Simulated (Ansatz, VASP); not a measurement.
**TaN: VASP beside Ansatz**

```xyz
4
Lattice="3.0702 0.0000 0.0000 -1.5351 2.6589 0.0000 0.0000 0.0000 4.9727" Properties=species:S:1:pos:R:3 pbc="T T T"
Ta    0.0000    1.7726    0.0000
Ta    1.5351    0.8863    2.4864
N     0.0000    1.7726    1.9145
N     1.5351    0.8863    4.4009
```

Change from the starting cell: volume scaled by 1.02, crystal datasets.

Alike in both runs: task electric field gradients; functional LDA; k mesh 9 × 9 × 5; occupations fermi-dirac, width 0.03 eV; no spin polarisation.

|  | VASP | Ansatz |
| --- | --- | --- |
| version | VASP 6.6.1 | Ansatz 0.2.0 |
| potentials or method | VASP PAW LDA potentials, release 64 (Ta_pv, N), cutoff 520 eV | all-electron PAW with datasets made for the crystal, scalar-relativistic |

VASP gave:

* pressure (GPa): 108.7
* traceless stress, the component that is largest in VASP (GPa): -15.53
* rms of the force components (eV/Å): 1.262
* size of Vzz on the site where it differs most (V/Å²): 122.7

Problem. Estimate Ansatz's values.

Solution. Pressure (GPa): 102.8; traceless stress, the component that is largest in VASP (GPa): -14.82; rms of the force components (eV/Å): 1.247; size of Vzz on the site where it differs most (V/Å²): 118.2.

LDA's correlation is that of Perdew and Zunger in VASP and of Perdew and Wang (1992) in Ansatz. Atom by atom the forces differ by 0.015 eV/Å (rms over components). Both programs put the cell under a high pressure, so it lies far from rest at this level. Ansatz ran all-electron here, and VASP with PAW potentials.

Spin-orbit coupling is off throughout. Noted on VASP's run: the cell as given lies far from equilibrium.
